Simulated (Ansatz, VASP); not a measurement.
## Two plane-wave programs on C

File POSCAR:

```
C
1.0
    2.4559134450      0.0000000000      0.0000000000
   -1.2279567225      2.1268834329      0.0000000000
    0.0000000000      0.0000000000      7.0106290262
C
4
Direct
    1.0000000000      1.0000000000      0.2500000000
    0.0000000000      0.0000000000      0.7500000000
    0.3333333333      0.6666666667      0.2500000000
    0.6666666667      0.3333333333      0.7500000000
```

INCAR.step1

```
SYSTEM = C
  PREC = Accurate
  ENCUT = 520
  ISMEAR = 0
  SIGMA = 0.1
  LREAL = .False.
  LASPH = .True.
  NELM = 60
  NBANDS = 16
  GGA = PE
  ALGO = Normal
  EDIFF = 1E-4
  LWAVE = .True.
  LCHARG = .False.
```

The input INCAR.step2:

```
SYSTEM = C
  PREC = Accurate
  ENCUT = 520
  EDIFF = 1E-6
  ISMEAR = 0
  SIGMA = 0.1
  LREAL = .False.
  LASPH = .True.
  NELM = 60
  ALGO = Normal
  ISIF = 2
  LWAVE = .False.
  LCHARG = .True.
  METAGGA = R2SCAN
  LMIXTAU = .True.
  LELF = .True.
  LVHAR = .True.
  NBANDS = 16
  ISTART = 1
```

KPOINTS

```
regular mesh
0
Gamma
  15 15 5
  0 0 0
```

Input for Ansatz:

```yaml
crystal:
  lattice:
    - [2.455913445, 0.0, 0.0]
    - [-1.2279567225, 2.1268834329, 0.0]
    - [0.0, 0.0, 7.0106290262]
  atoms:
    - { symbol: C, position: [1.0, 1.0, 0.25] }
    - { symbol: C, position: [0.0, 0.0, 0.75] }
    - { symbol: C, position: [0.3333333333, 0.6666666667, 0.25] }
    - { symbol: C, position: [0.6666666667, 0.3333333333, 0.75] }
hamiltonian:
  xc: r2scan
  pseudopotentials:
    kind: paw
    azcp:
      C: "pseudopotentials/C.paw.azcp"
basis:
  ecutwfc: 500
  fft_grid_basis: typed
kpoints:
  mp_grid: { grid: [15, 15, 5], shift: [0, 0, 0] }
magnetization:
  spin_polarized: false
scf:
  occupations: { method: gaussian, width: 0.1 }
  lower_state_search: "off"
output:
  stress: true
  write_density: true
  write_potential: true
  elf: true
  volumetric_format: npy
```

Alike in both runs: task single point; functional r2SCAN; k mesh 15 × 15 × 5; occupations gaussian, width 0.1 eV; no spin polarisation.

|  | VASP | Ansatz |
| --- | --- | --- |
| version | VASP 6.6.1 | Ansatz 0.2.0 |
| potentials or method | VASP PAW PBE potentials, release 64 (C), cutoff 520 eV | plane waves (500 eV) with PAW, scalar-relativistic |
| valence electrons in the cell | 16 | 16 |

```csv
,VASP,Ansatz,Ansatz less VASP
pressure (GPa),0.7,0.0,-0.65
"traceless stress, the component that is largest in VASP (GPa)",-0.69,0.07,+0.756
```

VASP's potentials were made for PBE, not for r2SCAN. The functional is the same, so the differences come from potentials, cutoffs and numerics.
